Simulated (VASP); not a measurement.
Crystal: Zn.

```xyz
2
Lattice="2.5614 0.0000 0.0000 -1.2807 2.2183 0.0000 0.0000 0.0000 4.7745" Properties=species:S:1:pos:R:3 pbc="T T T"
Zn    0.0000    1.4789    1.1936
Zn    1.2807    0.7394    3.5809
```

Base run:

| Property | Result |
| --- | --- |
| Program | VASP 6.6.1 |
| Functional | PBEsol |
| Potentials or basis | VASP PAW PBE potentials, release 64 (Zn) |
| Cutoff | 520 eV |
| k mesh | 18 × 18 × 9 |
| Occupations | fermi-dirac, width 0.03 eV |
| Spin | no spin polarisation |

Its results: band gap on the k mesh zero (bands 12 and 13 overlap by 4.70 eV); pressure 5.4 GPa.

Q: The run is repeated on the same cell with these changes: cutoff from 520 eV to 400 eV; further incar settings from ALGO = Normal; EDIFF = 1e-06; NBANDS = 19 to ALGO = Normal; EDIFF = 1e-08; NBANDS = 19. What comes out?

A: Band gap on the k mesh zero (bands 12 and 13 overlap by 4.70 eV); pressure 4.7 GPa.

Caveats: the cell stands under pressure; the PAW data sets were made with another functional, which shifts forces and pressure a little.
